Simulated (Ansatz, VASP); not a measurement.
Two plane-wave programs on BePt

The input INCAR:

```
ALGO = Normal ; EDIFF = 1E-6
ENCUT = 520 ; GGA = PE
ISIF = 2 ; ISMEAR = 0
LASPH = T ; LCHARG = F
LREAL = F ; LWAVE = F
NBANDS = 13 ; NELM = 100
PREC = Accurate ; SIGMA = 0.1
```

The input KPOINTS:

```
k-points
0
Gamma
  20 20 20
```

POSCAR

```
BePt
1.0
    0.0000000000      2.4076908584      2.4076908584
    2.4076908584      0.0000000000      2.4076908584
    2.4076908584      2.4076908584      0.0000000000
Be Pt
1 1
Direct
    0.0000000000      0.0000000000      0.0000000000
    0.5000000000      0.5000000000      0.5000000000
```

Input for Ansatz:

```yaml
crystal:
  lattice:
    - [0.0, 2.4076908584, 2.4076908584]
    - [2.4076908584, 0.0, 2.4076908584]
    - [2.4076908584, 2.4076908584, 0.0]
  atoms:
    - { symbol: Be, position: [0.0, 0.0, 0.0] }
    - { symbol: Pt, position: [0.5, 0.5, 0.5] }
basis:
  ecutwfc: 420
kpoints:
  mp_grid: { grid: [20, 20, 20] }
hamiltonian:
  xc: pbe
scf:
  occupations: { method: gaussian, width: 0.1 }
output:
  forces: true
  stress: true
  eigenvalues: true
```

Alike in both runs: task single point; functional PBE; k mesh 20 × 20 × 20; occupations gaussian, width 0.1 eV; no spin polarisation.

|  | VASP | Ansatz |
| --- | --- | --- |
| version | VASP 6.6.1 | Ansatz 0.2.0 |
| potentials or method | VASP PAW PBE potentials, release 64 (Be, Pt), cutoff 520 eV | scalar-relativistic, plane waves, PAW |
| valence electrons in the cell | 12 | 20 |

|  | VASP | Ansatz | Ansatz less VASP |
| --- | --- | --- | --- |
| gap on the k mesh at the Fermi level (eV) | none | none | - |
| pressure (GPa) | -12.2 | -12.2 | +0.04 |

A gap of «none» marks a metal or a gap that the smearing closes. VASP's potentials hold 12 valence electrons a cell and Ansatz's 20, so a difference there can come from the potentials and not from the codes.

Neither program's run includes spin-orbit coupling.
